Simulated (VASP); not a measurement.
# KZnF3 (P4mm) in VASP: further runs

KZnF3 is run at these levels: PBE; tasks: single point.

All numbers are computed with VASP 6.6.1; they aren't measurements. Logs are shortened: lines on timing, memory, paths and dates and some standing lists are left out, and cuts for length are marked.

### 1 The cell of the first run

The structure is tetragonal, space group P4mm (No. 99). Conventional cell: a = 4.050 Å, b = 4.050 Å, c = 4.050 Å, α = 90.00°, β = 90.00°, γ = 90.00°. Within 3.8 Å of K (site symmetry 4mm) lie 12 F at 2.86 to 2.88 Å and 8 Zn at 3.51 Å. Zn (site symmetry 4mm) has 6 F at 1.72 to 2.33 Å within 2.4 Å. Within 2.4 Å of F (site symmetry 4mm) lie 2 Zn at 1.72 to 2.33 Å. F (site symmetry 2mm) has 2 Zn at 2.02 Å and 2 F at 2.66 Å within 2.7 Å.

### 2 Single point, PBE (atom 3 (F) moved by (+0.000, -0.300) A along [1 1 0] and z)

File INCAR:

```
SYSTEM = KZnF3
PREC = Accurate ; ENCUT = 520
EDIFF = 1E-7 ; ISMEAR = 0
SIGMA = 0.05 ; LREAL = .FALSE.
LASPH = .TRUE. ; NELM = 80
ALGO = Normal ; ISIF = 2
LWAVE = .FALSE. ; LCHARG = .FALSE.
GGA = PE ; NBANDS = 29
```

File KPOINTS:

```
regular mesh
0
G
  6 6 6
  0 0 0
```

File POSCAR:

```
KZnF3
1.0
    4.0500000000      0.0000000000      0.0000000000
    0.0000000000      4.0500000000      0.0000000000
    0.0000000000      0.0000000000      4.0500000000
K Zn F
1 1 3
Direct
    0.0000000000      0.0000000000      0.0000000000
    0.5000000000      0.5000000000      0.5000000000
    0.5000000000      0.5000000000     -0.0740740741
    0.0000000000      0.5000000000      0.5000000000
    0.5000000000      0.0000000000      0.5000000000
```

Potentials or basis: VASP PAW PBE potentials, release 64 (K_sv, Zn, F).

Run with:

```sh
cat potpaw_PBE.64/K_sv/POTCAR potpaw_PBE.64/Zn/POTCAR potpaw_PBE.64/F/POTCAR > POTCAR
mpirun -np 1 vasp_std > vasp.out
```

OUTCAR:

```text
SYSTEM = KZnF3
   PREC = Accurate
   ENCUT = 520
   EDIFF = 1E-7
   ISMEAR = 0
   LREAL = .FALSE.
   LASPH = .TRUE.
   NELM = 80
   ISIF = 2
   GGA = PE

 ion  position               nearest neighbor table
   1  0.000  0.000  0.000-
   2  0.500  0.500  0.500-   3 1.72   4 2.02   5 2.02   5 2.02   4 2.02   3 2.33
   3  0.500  0.500  0.926-   2 1.72   2 2.33
   4  0.000  0.500  0.500-   2 2.02   2 2.02
   5  0.500  0.000  0.500-   2 2.02   2 2.02

  LATTYP: Found a simple cubic cell.
 ALAT       =     4.0500000000

  Lattice vectors:

 A1 = (   4.0500000000,   0.0000000000,   0.0000000000)
 A2 = (   0.0000000000,   4.0500000000,   0.0000000000)
 A3 = (   0.0000000000,   0.0000000000,   4.0500000000)

Analysis of symmetry for initial positions (statically):
=====================================================================
 Subroutine PRICEL returns:
 Original cell was already a primitive cell.

 Routine SETGRP: Setting up the symmetry group for a
 simple cubic supercell.

 Subroutine GETGRP returns: Found  8 space group operations
 (whereof  8 operations were pure point group operations)
 out of a pool of 48 trial point group operations.

The static configuration has the point symmetry C_4v.

Analysis of symmetry for dynamics (positions and initial velocities):
=====================================================================
 Subroutine PRICEL returns:
 Original cell was already a primitive cell.

 Routine SETGRP: Setting up the symmetry group for a
 simple cubic supercell.

 Subroutine GETGRP returns: Found  8 space group operations
 (whereof  8 operations were pure point group operations)
 out of a pool of 48 trial point group operations.

The dynamic configuration has the point symmetry C_4v.

 Subroutine INISYM returns: Found  8 space group operations
 (whereof  8 operations are pure point group operations),
 and found     1 'primitive' translations

----------------------------------------------------------------------------------------

                                     Primitive cell

  volume of cell :      66.4301

  direct lattice vectors                    reciprocal lattice vectors
     4.050000000  0.000000000  0.000000000     0.246913580  0.000000000  0.000000000
     0.000000000  4.050000000  0.000000000     0.000000000  0.246913580  0.000000000
     0.000000000  0.000000000  4.050000000     0.000000000  0.000000000  0.246913580

  length of vectors
     4.050000000  4.050000000  4.050000000     0.246913580  0.246913580  0.246913580

  position of ions in fractional coordinates (direct lattice)
     0.000000000  0.000000000  0.000000000
     0.500000000  0.500000000  0.500000000
     0.500000000  0.500000000  0.925925926
     0.000000000  0.500000000  0.500000000
     0.500000000  0.000000000  0.500000000

  ion indices of the primitive-cell ions
   primitive index   ion index
                 1           1
                 2           2
                 3           3
                 4           4
                 5           5

----------------------------------------------------------------------------------------

 KPOINTS: regular mesh

Automatic generation of k-mesh.
 Grid dimensions read from file:
 generate k-points for:    6    6    6

 Generating k-lattice:

  Cartesian coordinates                     Fractional coordinates (reciprocal lattice)
     0.041152263  0.000000000  0.000000000     0.166666667  0.000000000  0.000000000
     0.000000000  0.041152263  0.000000000     0.000000000  0.166666667  0.000000000
     0.000000000  0.000000000  0.041152263     0.000000000  0.000000000  0.166666667

  Length of vectors
     0.041152263  0.041152263  0.041152263

  Shift w.r.t. Gamma in fractional coordinates (k-lattice)
     0.000000000  0.000000000  0.000000000

 Subroutine IBZKPT returns following result:
 ===========================================

 Found     40 irreducible k-points:

 Following reciprocal coordinates:
            Coordinates               Weight
  0.000000  0.000000  0.000000      1.000000
  0.166667  0.000000  0.000000      4.000000
  0.000000  0.000000  0.166667      2.000000
  0.333333  0.000000  0.000000      4.000000
  0.000000  0.000000  0.333333      2.000000
  0.500000  0.000000  0.000000      2.000000
[... 16 lines left out ...]
  0.166667  0.166667  0.166667      8.000000
  0.333333  0.166667  0.166667     16.000000
 [... further k-points ...]
   k-points           NKPTS =     40   k-points in BZ     NKDIM =     40   number of bands    NBANDS=     29
   number of dos      NEDOS =    301   number of ions     NIONS =      5
   total plane-waves  NPLWV =  27000
   dimension x,y,z NGX =    30 NGY =   30 NGZ =   30
   dimension x,y,z NGXF=    60 NGYF=   60 NGZF=   60
   ions per type =               1   1   3
   NGX,Y,Z   is equivalent  to a cutoff of  12.31, 12.31, 12.31 a.u.
   NGXF,Y,Z  is equivalent  to a cutoff of  24.63, 24.63, 24.63 a.u.
 SYSTEM =  KZnF3
   PREC   = accura    normal or accurate (medium, high low for compatibility)
   ISTART =      0    job   : 0-new  1-cont  2-samecut
   ICHARG =      2    charge: 1-file 2-atom 10-const
   ISPIN  =      1    spin polarized calculation?
   LNONCOLLINEAR =      F non collinear calculations
   LSORBIT =      F    spin-orbit coupling
   LASPH  =      T    aspherical Exc in radial PAW
   ENCUT  =  520.0 eV  38.22 Ry    6.18 a.u.   7.53  7.53  7.53*2*pi/ulx,y,z
   NELM   =     80;   NELMIN=  2; NELMDL= -5     # of ELM steps
   EDIFF  = 0.1E-06   stopping-criterion for ELM
   LREAL  =      F    real-space projection
   EDIFFG = 0.1E-05   stopping-criterion for IOM
   NSW    =      0    number of steps for IOM
   IBRION =     -1    ionic relax: 0-MD 1-quasi-New 2-CG
   NFREE  =      0    steps in history (QN), initial steepest desc. (CG)
   ISIF   =      2    stress and relaxation
   ISYM   =      2    0-nonsym 1-usesym 2-fastsym
   POTIM  = 0.5000    time-step for ionic-motion
   TEBEG  =    0.0;   TEEND  =   0.0 temperature during run
   PSTRESS=    0.0 pullay stress
   NELECT =      42.0000    total number of electrons
   NUPDOWN=      -1.0000    fix difference up-down
   EMIN   =  10.00;   EMAX   =-10.00  energy-range for DOS
   EFERMI =   0.00;   METHOD = LEGACY
   ISMEAR =     0;   SIGMA  =   0.05  broadening in eV -4-tet -1-fermi 0-gaus
   EFERMI_NEDOS =   21; number of points for ismear=-14 and -15
   IALGO  =     38    algorithm
   IMIX   =      4    mixing-type and parameters
     AMIX     =   0.40;   BMIX     =  1.00
     AMIX_MAG =   1.60;   BMIX_MAG =  1.00
  volume/ion in A,a.u.               =      13.29        89.66
  Fermi-wavevector in a.u.,A,eV,Ry     =   1.405086  2.655228 26.861528  1.974267
  Thomas-Fermi vector in A             =   2.527583
   LORBIT       =      0    0 simple, 1 ext, 2 COOP (PROOUT), +10 PAW based schemes
   GGA     = PE    functional components
   LHFCALC =     F    Hartree Fock is set to
   AEXX    =    0.0000 exact exchange contribution
   IVDW    =     0    specifies the selected vdW correction
   LEPSILON=     F    determine dielectric tensor
   LRPA    =     F    only Hartree local field effects (RPA)
 non-spin polarized calculation
 Gauss-broadening in eV      SIGMA  =   0.05
  energy-cutoff  :      520.00
  volume of cell :       66.43
 maximum number of plane-waves:      1811
   NGX = 15   NGY = 15   NGZ = 15

 number of electron      41.9999985 magnetization

 Free energy of the ion-electron system (eV)
  ---------------------------------------------------
  ext. energy  EPLUGINS =         0.00000000
  ---------------------------------------------------
  free energy    TOTEN  =       -19.59617916 eV

  energy without entropy =      -19.59617916  energy(sigma->0) =      -19.59617916

 E-fermi :  -0.2419     XC(G=0):  -9.8547

 val. band max:       -0.4411897318   @ k =   0.5000   0.5000   0.5000
 cond. band min:       3.0585747368   @ k =   0.0000   0.0000   0.0000
 fundamental gap:      3.4997644687
 Fermi energy:        -0.2418782650

 k-point     1 :       0.0000    0.0000    0.0000
  band No.  band energies     occupation
      1     -27.8890      2.00000
      2     -22.5576      2.00000
      3     -21.8526      2.00000
      4     -21.6806      2.00000
      5     -11.3766      2.00000
      6     -11.3766      2.00000
[... 21 lines left out ...]
     28      10.2783      0.00000
     29      13.4621      0.00000

 k-point     2 :       0.1667    0.0000    0.0000
  band No.  band energies     occupation
      1     -27.8836      2.00000
      2     -22.5349      2.00000
      3     -21.8493      2.00000
      4     -21.7027      2.00000
      5     -11.3812      2.00000
      6     -11.3658      2.00000
[... 21 lines left out ...]
     28      10.4526      0.00000
     29      13.2103      0.00000

 k-point     3 :       0.0000    0.0000    0.1667
  band No.  band energies     occupation
      1     -27.8836      2.00000
      2     -22.5253      2.00000
      3     -21.8827      2.00000
      4     -21.6793      2.00000
      5     -11.3656      2.00000
      6     -11.3656      2.00000
[... 21 lines left out ...]
     28      10.3307      0.00000
     29      13.6284      0.00000

 k-point     4 :       0.3333    0.0000    0.0000
  band No.  band energies     occupation
      1     -27.8727      2.00000
      2     -22.4861      2.00000
      3     -21.8395      2.00000
      4     -21.7512      2.00000
      5     -11.3844      2.00000
      6     -11.3439      2.00000
[... 597 lines left out ...]
     28      11.2199      0.00000
     29      11.9289      0.00000

 k-point    23 :       0.1667    0.1667    0.1667
  band No.  band energies     occupation
      1     -27.8738      2.00000
      2     -22.4782      2.00000
      3     -21.8718      2.00000
      4     -21.7200      2.00000
      5     -11.3895      2.00000
      6     -11.3848      2.00000
[... 21 lines left out ...]
     28      10.5636      0.00000
     29      13.1125      0.00000

 k-point    24 :       0.3333    0.1667    0.1667
  band No.  band energies     occupation
      1     -27.8644      2.00000
      2     -22.4275      2.00000
      3     -21.8561      2.00000
      4     -21.7673      2.00000
      5     -11.4132      2.00000
      6     -11.3804      2.00000
[... 21 lines left out ...]
     28      10.7258      0.00000
     29      12.4361      0.00000

 [... further k-points ...]

------------------------ aborting loop because EDIFF is reached ----------------------------------------

  FORCE on cell =-STRESS in cart. coord.  units (eV):
  Direction    XX          YY          ZZ          XY          YZ          ZX
  --------------------------------------------------------------------------------------
  -------------------------------------------------------------------------------------
  Total        2.6126355      2.6126355      8.0912430      0.0000000     -0.0000000      0.0000000
  in kB       63.0121556     63.0121556    195.1464946      0.0000000     -0.0000000      0.0000000
  external PRESSURE =     107.0569352 kB  Pullay stress =       0.0000000 kB

 VOLUME and BASIS-vectors are now :
 -----------------------------------------------------------------------------
  energy-cutoff  :      520.00
  volume of cell :       66.43
      direct lattice vectors                 reciprocal lattice vectors
     4.050000000  0.000000000  0.000000000     0.246913580  0.000000000  0.000000000
     0.000000000  4.050000000  0.000000000     0.000000000  0.246913580  0.000000000
     0.000000000  0.000000000  4.050000000     0.000000000  0.000000000  0.246913580

 POSITION                                       TOTAL-FORCE (eV/Angst)
 -----------------------------------------------------------------------------------
      0.00000      0.00000      0.00000         0.000000      0.000000     -0.062496
      2.02500      2.02500      2.02500         0.000000     -0.000000     -4.125601
      2.02500      2.02500      3.75000         0.000000      0.000000      5.363523
      0.00000      2.02500      2.02500        -0.000000      0.000000     -0.587713
      2.02500      0.00000      2.02500        -0.000000      0.000000     -0.587713
 -----------------------------------------------------------------------------------
    total drift:                                0.000000      0.000000     -0.000196

  FREE ENERGIE OF THE ION-ELECTRON SYSTEM (eV)
  ---------------------------------------------------
  free  energy   TOTEN  =       -19.5961791639 eV

  energy  without entropy=      -19.5961791639  energy(sigma->0) =      -19.59617916
```

Run time: 40 s. Hardware: 1 thread of AMD EPYC 9R45 (Zen 5), shared host; peak memory 0.18 GiB.

What came out:

```yaml
Free_energy: -19.5962 eV
Pressure: 10.7 GPa
Largest_force: 5.364 eV/Å
Band_gap_on_the_k_mesh: 3.50 eV (least direct gap 5.38 eV)
```

Forces on the atoms (eV/Å):
```
K    0.000  0.000 -0.062
Zn   0.000  0.000 -4.126
F    0.000  0.000  5.364
F    0.000  0.000 -0.588
F    0.000  0.000 -0.588
```

Stress tensor (GPa, compression positive):
```
 6.30  0.00  0.00
 0.00  6.30  0.00
 0.00  0.00 19.51
```

Caveat: the cell differs from its parent crystal (atom 3 (F) moved by (+0.000, -0.300) A along [1 1 0] and z); the cell stands under pressure; forces of over 1 eV/Å act on the atoms, so gaps and moduli don't describe the material at rest. A k mesh can miss the band edges.

### 3 Single point, PBE (atom 3 (F) moved by (+0.000, -0.150) A along [1 1 0] and z)

File INCAR:

```
PREC     = Accurate       # precision mode
ENCUT    = 520            # plane-wave cutoff, eV
EDIFF    = 1E-7           # SCF threshold, eV
ISMEAR   = 0              # smearing method
SIGMA    = 0.05           # smearing width, eV
LREAL    = F              # projectors in reciprocal space
LASPH    = T              # aspherical terms in the spheres
NELM     = 60             # most SCF steps
ALGO     = Normal         # electronic algorithm
ISIF     = 2              # what is computed and relaxed
LWAVE    = F              # write WAVECAR
LCHARG   = F              # write CHGCAR
GGA      = PE             # functional
NBANDS   = 29             # bands
```

File KPOINTS:

```
regular mesh
0
Gamma
  6 6 6
```

Edit POSCAR of step 2 so:

```diff
@@ -10,3 +10,3 @@
     0.5000000000      0.5000000000      0.5000000000
-    0.5000000000      0.5000000000     -0.0740740741
+    0.5000000000      0.5000000000     -0.0370370370
     0.0000000000      0.5000000000      0.5000000000
```

Potentials or basis: VASP PAW PBE potentials, release 64 (K_sv, Zn, F).

Run with:

```sh
cat potpaw_PBE.64/K_sv/POTCAR potpaw_PBE.64/Zn/POTCAR potpaw_PBE.64/F/POTCAR > POTCAR
mpirun -np 1 vasp_std > vasp.out
```

OUTCAR:

```text
PREC = Accurate
   ENCUT = 520
   EDIFF = 1E-7
   ISMEAR = 0
   LREAL = F
   LASPH = T
   NELM = 60
   ISIF = 2
   GGA = PE

 ion  position               nearest neighbor table
   1  0.000  0.000  0.000-
   2  0.500  0.500  0.500-   3 1.88   4 2.02   5 2.02   5 2.02   4 2.02   3 2.17
   3  0.500  0.500  0.963-   2 1.88   2 2.17
   4  0.000  0.500  0.500-   2 2.02   2 2.02
   5  0.500  0.000  0.500-   2 2.02   2 2.02
[... 970 lines left out ...]
  Direction    XX          YY          ZZ          XY          YZ          ZX
  --------------------------------------------------------------------------------------
  -------------------------------------------------------------------------------------
  Total        2.1752737      2.1752737      3.4327196      0.0000000      0.0000000      0.0000000
  in kB       52.4637611     52.4637611     82.7911369      0.0000000      0.0000000      0.0000000
  external PRESSURE =      62.5728864 kB  Pullay stress =       0.0000000 kB

 VOLUME and BASIS-vectors are now :
 -----------------------------------------------------------------------------
  energy-cutoff  :      520.00
  volume of cell :       66.43
      direct lattice vectors                 reciprocal lattice vectors
     4.050000000  0.000000000  0.000000000     0.246913580  0.000000000  0.000000000
     0.000000000  4.050000000  0.000000000     0.000000000  0.246913580  0.000000000
     0.000000000  0.000000000  4.050000000     0.000000000  0.000000000  0.246913580

 POSITION                                       TOTAL-FORCE (eV/Angst)
 -----------------------------------------------------------------------------------
      0.00000      0.00000      0.00000         0.000000     -0.000000     -0.033050
      2.02500      2.02500      2.02500         0.000000     -0.000000     -1.382037
      2.02500      2.02500      3.90000        -0.000000      0.000000      2.005761
      0.00000      2.02500      2.02500         0.000000     -0.000000     -0.295337
      2.02500      0.00000      2.02500         0.000000     -0.000000     -0.295337
 -----------------------------------------------------------------------------------
    total drift:                                0.000000      0.000000      0.000285

  FREE ENERGIE OF THE ION-ELECTRON SYSTEM (eV)
  ---------------------------------------------------
  free  energy   TOTEN  =       -20.1220475300 eV

  energy  without entropy=      -20.1220475300  energy(sigma->0) =      -20.12204753
```

OSZICAR:

```text
N       E                     dE             d eps       ncg     rms          rms(c)
DAV:   1     0.442916802597E+03    0.44292E+03   -0.22220E+04  2320   0.174E+03
DAV:   2     0.162439160055E+02   -0.42667E+03   -0.40497E+03  2580   0.450E+02
DAV:   3    -0.214627530235E+02   -0.37707E+02   -0.37423E+02  2725   0.140E+02
DAV:   4    -0.223772704531E+02   -0.91452E+00   -0.91202E+00  3541   0.201E+01
DAV:   5    -0.223879225710E+02   -0.10652E-01   -0.10645E-01  2742   0.189E+00    0.119E+01
DAV:   6    -0.200844629594E+02    0.23035E+01   -0.64394E+00  3285   0.354E+01    0.733E+00
DAV:   7    -0.201463145736E+02   -0.61852E-01   -0.14408E+00  2565   0.750E+00    0.468E+00
DAV:   8    -0.201608108439E+02   -0.14496E-01   -0.50146E-01  3148   0.140E+01    0.159E+00
DAV:   9    -0.201235365549E+02    0.37274E-01   -0.90607E-02  3573   0.908E+00    0.507E-01
DAV:  10    -0.201217718982E+02    0.17647E-02   -0.54904E-02  3428   0.495E+00    0.213E-01
DAV:  11    -0.201222050180E+02   -0.43312E-03   -0.88320E-03  2595   0.735E-01    0.136E-01
DAV:  12    -0.201221694932E+02    0.35525E-04   -0.29204E-04  2691   0.127E-01    0.104E-01
DAV:  13    -0.201220385269E+02    0.13097E-03   -0.55317E-04  3107   0.883E-01    0.420E-02
DAV:  14    -0.201220475493E+02   -0.90223E-05   -0.23342E-04  2683   0.137E-01    0.115E-02
DAV:  15    -0.201220478509E+02   -0.30164E-06   -0.10469E-05  3186   0.270E-02    0.397E-03
DAV:  16    -0.201220479648E+02   -0.11390E-06   -0.10078E-06  2890   0.273E-02    0.355E-03
DAV:  17    -0.201220475534E+02    0.41135E-06   -0.13262E-06  3162   0.380E-02    0.690E-04
DAV:  18    -0.201220475300E+02    0.23410E-07   -0.29322E-07  2011   0.784E-03
   1 F= -.20122048E+02 E0= -.20122048E+02  d E =-.125154E-17
```

stdout:

```text
POSCAR found type information on POSCAR K ZnF
 POSCAR found :  3 types and       5 ions
 scaLAPACK will be used
 LDA part: xc-table for (Slater+PW92), standard interpolation
 POSCAR, INCAR and KPOINTS ok, starting setup
 FFT: planning ... GRIDC
 FFT: planning ... GRID_SOFT
 FFT: planning ... GRID
 WAVECAR not read
 entering main loop
```

Run time: 41 s. Hardware: 1 thread of AMD EPYC 9R45 (Zen 5), shared host; peak memory 0.18 GiB.

What came out:

| Property | Result |
| --- | --- |
| Free energy | -20.1220 eV |
| Pressure | 6.3 GPa |
| Largest force | 2.006 eV/Å |
| Band gap on the k mesh | 3.72 eV (least direct gap 5.59 eV) |

Forces on the atoms (eV/Å):
```
K    0.000  0.000 -0.033
Zn   0.000  0.000 -1.382
F    0.000  0.000  2.006
F    0.000  0.000 -0.295
F    0.000  0.000 -0.295
```

Caveat: the cell differs from its parent crystal (atom 3 (F) moved by (+0.000, -0.150) A along [1 1 0] and z); the cell stands under pressure; forces of over 1 eV/Å act on the atoms, so gaps and moduli don't describe the material at rest.
